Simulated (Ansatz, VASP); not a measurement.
**GaAs2: VASP beside Ansatz**

```
Ga As
1.0
     3.77673    0.00000    0.00000
    -1.88836    3.27074    0.00000
     0.00000    0.00000    4.90533
Ga As
1 2
Direct
  0.00000 0.00000 0.00000
  0.66667 0.33333 0.65862
  0.33333 0.66667 0.34138
```

Change from the starting cell: species swapped into the CaGe2 type (P-3m1, No. 164).

Alike in both runs: functional PBE; k mesh 6 × 6 × 4; occupations gaussian, width 0.2 eV; no spin polarisation.

Ansatz relaxed the structure, and its values are those at the end. VASP's run is a single point on that final structure, the one shown.

```csv
,VASP,Ansatz
version,VASP 6.6.1,Ansatz 0.2.0
potentials or method,"VASP PAW PBE potentials, release 64 (Ga_d, As), cutoff 500 eV","scalar-relativistic, plane waves, PAW"
valence electrons in the cell,23,43
```

```tsv
	VASP	Ansatz	Ansatz less VASP
gap on the k mesh at the Fermi level (eV)	none	none	-
pressure (GPa)	0.1	0.0	-0.14
rms of the force components (eV/Å)	0.036	0.032	-0.0041
```

A gap of «none» marks a metal or a gap that the smearing closes. With one functional, cell and mesh, what is left measures potentials, basis and numerics. VASP's potentials hold 23 valence electrons a cell and Ansatz's 43, so a difference there can come from the potentials and not from the codes.
